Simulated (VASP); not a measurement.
# TlBr in VASP: a series of runs

Runs on TlBr. Level: PBE. Tasks: single point.

Everything below comes from runs of VASP 6.6.1. Logs are shortened: lines on timing, memory, paths and dates and some standing lists are left out, and cuts for length are marked.

## (1) The cell of the first run

The cell holds a molecule in a box, 2 atoms: a = 9.000 Å, b = 9.000 Å, c = 11.690 Å, α = 90.00°, β = 90.00°, γ = 90.00°.

## (2) Single point, PBE

File INCAR:

```
SYSTEM = TlBr
ALGO = Normal ; EDIFF = 1E-6
ENCUT = 400 ; GGA = PE
GGA_COMPAT = .False. ; ISIF = 2
ISMEAR = 0 ; LASPH = .True.
LCHARG = .False. ; LREAL = .False.
LWAVE = .False. ; NBANDS = 17
NELM = 120 ; NELMDL = -8
PREC = Accurate ; SIGMA = 0.01
```

File KPOINTS:

```
k-points
0
Gamma
  1 1 1
  0 0 0
```

File POSCAR:

```
TlBr
1.0
    9.0000000000      0.0000000000      0.0000000000
    0.0000000000      9.0000000000      0.0000000000
    0.0000000000      0.0000000000     11.6900000000
Tl Br
1 1
Direct
    0.5000000000      0.5000000000      0.3849444000
    0.5000000000      0.5000000000      0.6153558600
```

Potentials or basis: VASP PAW PBE potentials, release 64 (Tl_d, Br).

Started as:

```
> cat potpaw_PBE.64/Tl_d/POTCAR potpaw_PBE.64/Br/POTCAR > POTCAR
> mpirun -np 1 vasp_gam > vasp.out
```

OUTCAR:

```text
SYSTEM = TlBr
   EDIFF = 1E-6
   ENCUT = 400
   GGA = PE
   ISIF = 2
   ISMEAR = 0
   LASPH = .True.
   LREAL = .False.
   NELM = 120
   NELMDL = -8
   PREC = Accurate

 ion  position               nearest neighbor table
   1  0.500  0.500  0.385-   2 2.69
   2  0.500  0.500  0.615-   1 2.69

  LATTYP: Found a simple tetragonal cell.
 ALAT       =     9.0000000000
 C/A-ratio  =     1.2988888889

  Lattice vectors:

 A1 = (   9.0000000000,   0.0000000000,   0.0000000000)
 A2 = (   0.0000000000,   9.0000000000,   0.0000000000)
 A3 = (   0.0000000000,   0.0000000000,  11.6900000000)

Analysis of symmetry for initial positions (statically):
=====================================================================
 Subroutine PRICEL returns:
 Original cell was already a primitive cell.

 Routine SETGRP: Setting up the symmetry group for a
 simple tetragonal supercell.

 Subroutine GETGRP returns: Found  8 space group operations
 (whereof  8 operations were pure point group operations)
 out of a pool of 16 trial point group operations.

The static configuration has the point symmetry C_4v.

Analysis of symmetry for dynamics (positions and initial velocities):
=====================================================================
 Subroutine PRICEL returns:
 Original cell was already a primitive cell.

 Routine SETGRP: Setting up the symmetry group for a
 simple tetragonal supercell.

 Subroutine GETGRP returns: Found  8 space group operations
 (whereof  8 operations were pure point group operations)
 out of a pool of 16 trial point group operations.

The dynamic configuration has the point symmetry C_4v.

 Subroutine INISYM returns: Found  8 space group operations
 (whereof  8 operations are pure point group operations),
 and found     1 'primitive' translations

----------------------------------------------------------------------------------------

                                     Primitive cell

  volume of cell :     946.8900

  direct lattice vectors                    reciprocal lattice vectors
     9.000000000  0.000000000  0.000000000     0.111111111  0.000000000  0.000000000
     0.000000000  9.000000000  0.000000000     0.000000000  0.111111111  0.000000000
     0.000000000  0.000000000 11.690000000     0.000000000  0.000000000  0.085543199

  length of vectors
     9.000000000  9.000000000 11.690000000     0.111111111  0.111111111  0.085543199

  position of ions in fractional coordinates (direct lattice)
     0.500000000  0.500000000  0.384944400
     0.500000000  0.500000000  0.615355860

  ion indices of the primitive-cell ions
   primitive index   ion index
                 1           1
                 2           2

----------------------------------------------------------------------------------------

 KPOINTS: k-points

Automatic generation of k-mesh.
 Grid dimensions read from file:
 generate k-points for:    1    1    1

 Generating k-lattice:

  Cartesian coordinates                     Fractional coordinates (reciprocal lattice)
     0.111111111  0.000000000  0.000000000     1.000000000  0.000000000  0.000000000
     0.000000000  0.111111111  0.000000000     0.000000000  1.000000000  0.000000000
     0.000000000  0.000000000  0.085543199     0.000000000  0.000000000  1.000000000

  Length of vectors
     0.111111111  0.111111111  0.085543199

  Shift w.r.t. Gamma in fractional coordinates (k-lattice)
     0.000000000  0.000000000  0.000000000

 Subroutine IBZKPT returns following result:
 ===========================================

 Found      1 irreducible k-points:

 Following reciprocal coordinates:
            Coordinates               Weight
  0.000000  0.000000  0.000000      1.000000
   k-points           NKPTS =      1   k-points in BZ     NKDIM =      1   number of bands    NBANDS=     17
   number of dos      NEDOS =    301   number of ions     NIONS =      2
   total plane-waves  NPLWV = 288000
   dimension x,y,z NGX =    60 NGY =   60 NGZ =   80
   dimension x,y,z NGXF=   120 NGYF=  120 NGZF=  160
   ions per type =               1   1
   NGX,Y,Z   is equivalent  to a cutoff of  11.08, 11.08, 11.38 a.u.
   NGXF,Y,Z  is equivalent  to a cutoff of  22.17, 22.17, 22.75 a.u.
 SYSTEM =  TlBr
   PREC   = accura    normal or accurate (medium, high low for compatibility)
   ISTART =      0    job   : 0-new  1-cont  2-samecut
   ICHARG =      2    charge: 1-file 2-atom 10-const
   ISPIN  =      1    spin polarized calculation?
   LNONCOLLINEAR =      F non collinear calculations
   LSORBIT =      F    spin-orbit coupling
   LASPH  =      T    aspherical Exc in radial PAW
   ENCUT  =  400.0 eV  29.40 Ry    5.42 a.u.  14.68 14.68 19.06*2*pi/ulx,y,z
   NELM   =    120;   NELMIN=  2; NELMDL= -8     # of ELM steps
   EDIFF  = 0.1E-05   stopping-criterion for ELM
   LREAL  =      F    real-space projection
   EDIFFG = 0.1E-04   stopping-criterion for IOM
   NSW    =      0    number of steps for IOM
   IBRION =     -1    ionic relax: 0-MD 1-quasi-New 2-CG
   NFREE  =      0    steps in history (QN), initial steepest desc. (CG)
   ISIF   =      2    stress and relaxation
   ISYM   =      2    0-nonsym 1-usesym 2-fastsym
   POTIM  = 0.5000    time-step for ionic-motion
   TEBEG  =    0.0;   TEEND  =   0.0 temperature during run
   PSTRESS=    0.0 pullay stress
   NELECT =      20.0000    total number of electrons
   NUPDOWN=      -1.0000    fix difference up-down
   EMIN   =  10.00;   EMAX   =-10.00  energy-range for DOS
   EFERMI =   0.00;   METHOD = LEGACY
   ISMEAR =     0;   SIGMA  =   0.01  broadening in eV -4-tet -1-fermi 0-gaus
   EFERMI_NEDOS =   21; number of points for ismear=-14 and -15
   IALGO  =     38    algorithm
   IMIX   =      4    mixing-type and parameters
     AMIX     =   0.40;   BMIX     =  1.00
     AMIX_MAG =   1.60;   BMIX_MAG =  1.00
  volume/ion in A,a.u.               =     473.44      3194.96
  Fermi-wavevector in a.u.,A,eV,Ry     =   0.452534  0.855166  2.786302  0.204787
  Thomas-Fermi vector in A             =   1.434431
   LORBIT       =      0    0 simple, 1 ext, 2 COOP (PROOUT), +10 PAW based schemes
   GGA     = PE    functional components
   LHFCALC =     F    Hartree Fock is set to
   AEXX    =    0.0000 exact exchange contribution
   IVDW    =     0    specifies the selected vdW correction
   LEPSILON=     F    determine dielectric tensor
   LRPA    =     F    only Hartree local field effects (RPA)
 non-spin polarized calculation
 Gauss-broadening in eV      SIGMA  =   0.01
  energy-cutoff  :      400.00
  volume of cell :      946.89
 maximum number of plane-waves:      8584
 NGX is ok and might be reduce to    60
   NGX = 29   NGY = 29   NGZ = 39

 number of electron      20.0000014 magnetization

 Free energy of the ion-electron system (eV)
  ---------------------------------------------------
  ext. energy  EPLUGINS =         0.00000000
  ---------------------------------------------------
  free energy    TOTEN  =        -4.64332201 eV

  energy without entropy =       -4.64332201  energy(sigma->0) =       -4.64332201

 E-fermi :  -5.5819     XC(G=0):  -1.3957

 val. band max:       -5.6541877033   @ k =   0.0000   0.0000   0.0000
 cond. band min:      -1.9681450298   @ k =   0.0000   0.0000   0.0000
 fundamental gap:      3.6860426735
 Fermi energy:        -5.5819483196

 k-point     1 :       0.0000    0.0000    0.0000
  band No.  band energies     occupation
      1     -17.8624      2.00000
      2     -15.6595      2.00000
      3     -15.6594      2.00000
      4     -15.4898      2.00000
      5     -15.4898      2.00000
      6     -15.3653      2.00000
[... 9 lines left out ...]
     16       1.1955      0.00000
     17       1.4288      0.00000

------------------------ aborting loop because EDIFF is reached ----------------------------------------

  FORCE on cell =-STRESS in cart. coord.  units (eV):
  Direction    XX          YY          ZZ          XY          YZ          ZX
  --------------------------------------------------------------------------------------
  -------------------------------------------------------------------------------------
  Total        0.0267064      0.0267064     -0.5227691     -0.0000000      0.0000000     -0.0000000
  in kB        0.0451883      0.0451883     -0.8845470     -0.0000000      0.0000000     -0.0000000
  external PRESSURE =      -0.2647235 kB  Pullay stress =       0.0000000 kB

 VOLUME and BASIS-vectors are now :
 -----------------------------------------------------------------------------
  energy-cutoff  :      400.00
  volume of cell :      946.89
      direct lattice vectors                 reciprocal lattice vectors
     9.000000000  0.000000000  0.000000000     0.111111111  0.000000000  0.000000000
     0.000000000  9.000000000  0.000000000     0.000000000  0.111111111  0.000000000
     0.000000000  0.000000000 11.690000000     0.000000000  0.000000000  0.085543199

 POSITION                                       TOTAL-FORCE (eV/Angst)
 -----------------------------------------------------------------------------------
      4.50000      4.50000      4.50000         0.000000      0.000000      0.134957
      4.50000      4.50000      7.19351        -0.000000     -0.000000     -0.134957
 -----------------------------------------------------------------------------------
    total drift:                                0.000000      0.000000     -0.000729

  FREE ENERGIE OF THE ION-ELECTRON SYSTEM (eV)
  ---------------------------------------------------
  free  energy   TOTEN  =        -4.6433220072 eV

  energy  without entropy=       -4.6433220072  energy(sigma->0) =       -4.64332201
```

It took 37 s on 1 thread of Intel Xeon Platinum 8488C (Sapphire Rapids), shared host; peak memory 0.56 GiB.

What came out:

```
Free energy                     : -4.6433 eV
Largest force                   : 0.135 eV/Å
Gap between the frontier levels : 3.69 eV
```

Forces in eV/Å, atoms in the order of the input:
```
Tl   0.000  0.000  0.135
Br   0.000  0.000 -0.135
```

Levels at points of the mesh, in eV from the valence-band top:
```csv
k point,band 7,band 8,band 9,band 10,band 11,band 12,band 13,band 14
"(0.00, 0.00, 0.00)",-4.15,-0.06,0.00,0.00,3.69,3.69,5.14,5.49
```

Caveat: spin-orbit coupling is left out, which moves the levels of the heavy elements.

## (3) Single point, PBE, non-collinear spin, zero start, spin-orbit coupling

File INCAR:

```
SYSTEM = TlBr
PREC = Accurate
ENCUT = 400
EDIFF = 1E-6
ISMEAR = 0
SIGMA = 0.01
LREAL = .False.
LASPH = .True.
NELM = 200
ALGO = Normal
ISIF = 2
LWAVE = .False.
LCHARG = .False.
MAGMOM = 0 0 0 0 0 0
LORBIT = 11
LSORBIT = .True.
GGA_COMPAT = .False.
LORBMOM = .True.
GGA = PE
NBANDS = 32
NELMDL = -8
```

File KPOINTS:

```
regular mesh
0
Gamma
  1 1 1
  0 0 0
```

POSCAR is that of step 2.

Potentials or basis: VASP PAW PBE potentials, release 64 (Tl_d, Br).

Started as:

```
> cat potpaw_PBE.64/Tl_d/POTCAR potpaw_PBE.64/Br/POTCAR > POTCAR
> mpirun -np 1 vasp_ncl > vasp.out
```

OUTCAR:

```text
SYSTEM = TlBr
   PREC = Accurate
   ENCUT = 400
   EDIFF = 1E-6
   ISMEAR = 0
   LREAL = .False.
   LASPH = .True.
   NELM = 200
   ISIF = 2
   LORBIT = 11
   LSORBIT = .True.
   GGA = PE
   NELMDL = -8

 ion  position               nearest neighbor table
   1  0.500  0.500  0.385-   2 2.69
   2  0.500  0.500  0.615-   1 2.69

  LATTYP: Found a simple tetragonal cell.
 ALAT       =     9.0000000000
 C/A-ratio  =     1.2988888889

  Lattice vectors:

 A1 = (   9.0000000000,   0.0000000000,   0.0000000000)
 A2 = (   0.0000000000,   9.0000000000,   0.0000000000)
 A3 = (   0.0000000000,   0.0000000000,  11.6900000000)

Analysis of symmetry for initial positions (statically):
=====================================================================
 Subroutine PRICEL returns:
 Original cell was already a primitive cell.

 Routine SETGRP: Setting up the symmetry group for a
 simple tetragonal supercell.
[... 276 lines left out ...]
    -0.0387653    -0.0096889     0.0000000    -0.0096889     0.0000000
 l=   3
     0.0000000     0.0000000     0.0000000     0.0000000     0.0000000     0.0000000     0.0000000
     0.0000000     0.0000000     0.0000000     0.0000000     0.0000000     0.0000000     0.0000000
     0.0000000     0.0000000     0.0000000     0.0000000     0.0000000     0.0000000     0.0000000
     0.0000000     0.0000000     0.0000000     0.0000000     0.0000000     0.0000000     0.0000000
     0.0000000     0.0000000     0.0000000     0.0000000     0.0000000     0.0000000     0.0000000
     0.0000000     0.0000000     0.0000000     0.0000000     0.0000000     0.0000000     0.0000000
     0.0000000     0.0000000     0.0000000     0.0000000     0.0000000     0.0000000     0.0000000

 Ion:    2  E_soc:     -0.0712248
 l=   1
     0.0000000    -0.0146394    -0.0063378
    -0.0146394     0.0000000    -0.0146394
    -0.0063378    -0.0146394     0.0000000
 l=   2
     0.0000000    -0.0000001     0.0000000    -0.0000001     0.0000001
    -0.0000001     0.0000000     0.0000023    -0.0000002    -0.0000001
     0.0000000     0.0000023     0.0000000     0.0000023     0.0000000
    -0.0000001    -0.0000002     0.0000023     0.0000000    -0.0000001
     0.0000001    -0.0000001     0.0000000    -0.0000001     0.0000000
 l=   3
     0.0000000     0.0000000     0.0000000     0.0000000     0.0000000     0.0000000     0.0000000
     0.0000000     0.0000000     0.0000000     0.0000000     0.0000000     0.0000000     0.0000000
     0.0000000     0.0000000     0.0000000     0.0000000     0.0000000     0.0000000     0.0000000
     0.0000000     0.0000000     0.0000000     0.0000000     0.0000000     0.0000000     0.0000000
     0.0000000     0.0000000     0.0000000     0.0000000     0.0000000     0.0000000     0.0000000
     0.0000000     0.0000000     0.0000000     0.0000000     0.0000000     0.0000000     0.0000000
     0.0000000     0.0000000     0.0000000     0.0000000     0.0000000     0.0000000     0.0000000

 total charge

# of ion       s       p       d       tot
------------------------------------------
    1        1.262   0.218   9.664  11.143
    2        1.613   3.214   0.007   4.835
--------------------------------------------------
tot          2.875   3.432   9.671  15.978

 magnetization (x)

# of ion       s       p       d       tot
------------------------------------------
    1        0.000   0.000   0.000   0.000
    2        0.000   0.000   0.000   0.000
--------------------------------------------------
tot          0.000   0.000   0.000   0.000

 magnetization (y)

# of ion       s       p       d       tot
------------------------------------------
    1        0.000   0.000  -0.000  -0.000
    2        0.000   0.000   0.000   0.000
--------------------------------------------------
tot          0.000   0.000  -0.000  -0.000

 magnetization (z)

# of ion       s       p       d       tot
------------------------------------------
    1       -0.000  -0.000   0.000  -0.000
    2       -0.000   0.000   0.000  -0.000
--------------------------------------------------
tot         -0.000  -0.000   0.000  -0.000
```

OSZICAR:

```text
N       E                     dE             d eps       ncg     rms          rms(c)
DAV:   1     0.201864123446E+03    0.20186E+03   -0.41978E+03    64   0.615E+02
DAV:   2     0.302457515565E+02   -0.17162E+03   -0.16466E+03    96   0.161E+02
[... 20 lines left out ...]
DAV:  23    -0.491123230691E+01   -0.25584E-04   -0.30014E-06    56   0.621E-03    0.127E-03
DAV:  24    -0.491124222021E+01   -0.99133E-05   -0.11955E-06    56   0.419E-03    0.112E-03
DAV:  25    -0.491125185287E+01   -0.96327E-05   -0.12915E-06    56   0.350E-03    0.124E-03
DAV:  26    -0.491125384395E+01   -0.19911E-05   -0.21320E-07    48   0.157E-03    0.442E-04
DAV:  27    -0.491125542333E+01   -0.15794E-05   -0.14687E-07    48   0.120E-03    0.741E-04
DAV:  28    -0.491125578931E+01   -0.36598E-06   -0.32624E-08    48   0.674E-04
   1 F= -.49112558E+01 E0= -.49112558E+01  d E =-.148054E-33  mag=    -0.0000     0.0000     0.0000
```

Run time: 3.8 min. Hardware: 1 thread of Intel Xeon Platinum 8488C (Sapphire Rapids), shared host; peak memory 1.5 GiB.

What came out:

```
Free energy                                           : -4.9113 eV
Largest force                                         : 0.200 eV/Å
Net moment                                            : 0.00 μB per cell
Valence electrons inside the program's atomic spheres : Tl 11.14; Br 4.83
```

Forces on the atoms (eV/Å):
```
Tl   0.000  0.000  0.200
Br   0.000  0.000 -0.200
```

Moments on the atoms (μB; x, y, z):
```
Tl  0.00 0.00 0.00
Br  0.00 0.00 0.00
```
